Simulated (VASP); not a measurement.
Wanted: the native input for a VASP 6.6.1 run.

```yaml
Task: relaxation of cell and atoms
Functional: PBE
Potentials_or_basis: VASP PAW PBE potentials, release 64 (Mo_sv)
Cutoff: 500 eV
k_mesh: 9 × 9 × 12
Occupations: fermi-dirac, width 0.08 eV
Spin: no spin polarisation
Target_pressure: 100 GPa
Dipole_correction: no
Further_INCAR_settings: ALGO = Normal; EDIFF = 1e-07; IBRION = 2; EDIFFG = -0.005; NSW = 32; ISIF = 3
```

The structure of Mo lies in POSCAR:

```
Mo
1.0
    4.2580835179      0.0000000000      0.0000000000
   -2.1290417590      3.6876084980      0.0000000000
    0.0000000000      0.0000000000      2.3914902264
Mo
3
Direct
    0.0000000000      0.0000000000      0.0000000000
    0.3333333333      0.6666666667      0.5000000000
    0.6666666667      0.3333333333      0.5000000000
```

These files were run (other wordings do the same):

INCAR

```
SYSTEM = Mo
ALGO = Normal ; EDIFF = 1E-7
EDIFFG = -0.005 ; ENCUT = 500
GGA = PE ; GGA_COMPAT = .False.
IBRION = 2 ; ISIF = 3
ISMEAR = -1 ; LASPH = .True.
LCHARG = .False. ; LREAL = .False.
LWAVE = .False. ; NELM = 120
NELMIN = 4 ; NSW = 32
PREC = Accurate ; PSTRESS = 1000.0
SIGMA = 0.08
```

KPOINTS

```
k-points
0
Gamma
  9 9 12
  0 0 0
```

Potentials or basis: VASP PAW PBE potentials, release 64 (Mo_sv).

Run with:

```bash
$ cat potpaw_PBE.64/Mo_sv/POTCAR > POTCAR
$ mpirun -np 1 vasp_std > vasp.out
```

Results of the run:

```json
{
 "Relaxed volume": "12.55 Å³/atom",
 "Relaxed cell": "a = 4.260 Å, b = 4.260 Å, c = 2.395 Å, α = 90.00°, β = 90.00°, γ = 120.00°",
 "Space group after relaxing (to 0.05 Å)": "P6/mmm (No. 191)",
 "Energy change on relaxing (the enthalpy is what falls)": "-21.6 meV/atom",
 "Ionic steps": "6",
 "Pressure after relaxing": "100.0 GPa",
 "Band gap on the k mesh": "zero (band 21 reaches 17.13 eV, above the bottom of band 22 at 15.40 eV)"
}
```

Caveat: the cell is relaxed towards a set pressure, so the enthalpy falls and the energy may rise.

Run time: 120 s on 1 thread of Intel(R) Xeon(R) Platinum 8375C CPU @ 2.90GHz (Ice Lake), on a shared host, peak memory 0.18 GiB.
